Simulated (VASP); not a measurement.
Runs of VASP 6.6.1 on BeTe. Symmetry: Pm-3m, No. 221, cubic system. Conventional cell: a = 3.365 Å, b = 3.365 Å, c = 3.365 Å, α = 90.00°, β = 90.00°, γ = 90.00°. Within 3.8 Å of Be (site symmetry m-3m) lie 8 Te at 2.91 Å and 6 Be at 3.37 Å. Te (site symmetry m-3m) has 8 Be at 2.91 Å and 6 Te at 3.37 Å within 3.8 Å. 

```csv
level,k mesh,smearing,grid for exact exchange (PRECFOCK),share of exact exchange,screening parameter,gap on the mesh (eV),pressure (GPa)
HSE06,4 × 4 × 4,methfessel-paxton 0.001 eV,Normal,0.25,0.2079 1/Å,none,(a)
PBE-based global hybrid with 30 % exact exchange,4 × 4 × 4,fermi-dirac 0.02 eV,Normal,0.3,-,none,-3.9
r2SCAN,6 × 6 × 6,fermi-dirac 0.02 eV,-,-,-,none,-0.4
PBE-based screened hybrid with 10 % exact exchange,4 × 4 × 4,fermi-dirac 0.02 eV,Normal,0.1,0.3 1/Å,none,-1.9
```

Alike in all rows: task single point; potentials or basis VASP PAW PBE potentials, release 64 (Be, Te); no spin polarisation; cell as given; cutoff (eV) 520.

Q: Fill in the values left out.

A: (a) -3.2.

Caveats: some runs use coarse meshes; the structure was generated, so it needn't be the stable form of BeTe; the PAW data sets were made with another functional, which shifts forces and pressure a little; spin-orbit coupling is left out, which moves the levels of the heavy elements.

A k mesh can miss the band edges, and the runs leave out spin-orbit coupling on Te.

A gap of «none» marks levels without a gap at the run's occupations.
